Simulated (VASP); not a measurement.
# ZnSe (zincblende type): single point with PBE

Crystal: ZnSe (zincblende type).

```
Zn Se
1.0
     0.00000    2.60571    2.60571
     2.60571    0.00000    2.60571
     2.60571    2.60571    0.00000
Zn Se
1 1
Direct
  0.00000 0.00000 0.00000
  0.25000 0.25000 0.25000
```

- Program: VASP 6.6.1
- Task: single point
- Functional: PBE
- Potentials or basis: VASP PAW PBE potentials, release 64 (Zn, Se)
- Cutoff: 520 eV
- k mesh: 13 × 13 × 13
- Occupations: fermi-dirac, width 0.08 eV
- Spin: no spin polarisation
- Dipole correction: no
- Further INCAR settings: ALGO = Normal; EDIFF = 1e-07; NBANDS = 16

```yaml
Pressure: 31.6 GPa
Band_gap_on_the_k_mesh: 2.31 eV (least direct gap 2.40 eV)
```

Levels at points of the mesh, in eV from the valence-band top:
```tsv
k point	band 7	band 8	band 9	band 10	band 11	band 12
(0.00, 0.00, 0.00)	0.00	0.00	0.00	2.40	5.59	5.59
```

Wall time 70 s on 1 thread of Intel Xeon 8259CL, on a shared host, peak memory 0.19 GiB.

Caveat: the cell stands under pressure; an odd mesh through Γ misses points on the zone boundary, where band edges can lie.
